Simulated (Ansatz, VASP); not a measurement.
# One calculation of BeRe, two programs

```
Be Re
1.0
     2.83004    0.00000    0.00000
     0.00000    2.83004    0.00000
     0.00000    0.00000    2.83344
Be Re
1 1
Direct
  0.50000 0.50000 0.50000
  0.00000 0.00000 0.00000
```

Alike in both runs: functional PBE; k mesh 6 × 6 × 6; occupations gaussian, width 0.1 eV; no spin polarisation.

Ansatz relaxed the structure, and its values are those at the end. VASP's run is a single point on that final structure, the one shown.

|  | VASP | Ansatz |
| --- | --- | --- |
| version | VASP 6.6.1 | Ansatz 0.2.0 |
| potentials or method | VASP PAW PBE potentials, release 64 (Be, Re), cutoff 520 eV | scalar-relativistic, plane waves, PAW |
| valence electrons in the cell | 9 | 17 |

Ansatz gave:

- gap on the k mesh at the Fermi level (eV): none
- pressure (GPa): 0.2

Q: Estimate VASP's values.

A: gap on the k mesh at the Fermi level (eV): none; pressure (GPa): 0.4.

A gap of «none» marks a metal or a gap that the smearing closes. VASP's potentials hold 9 valence electrons a cell and Ansatz's 17, so a difference there can come from the potentials and not from the codes.

The k mesh is coarse, so the values compare programs but aren't converged. Neither program's run includes spin-orbit coupling.
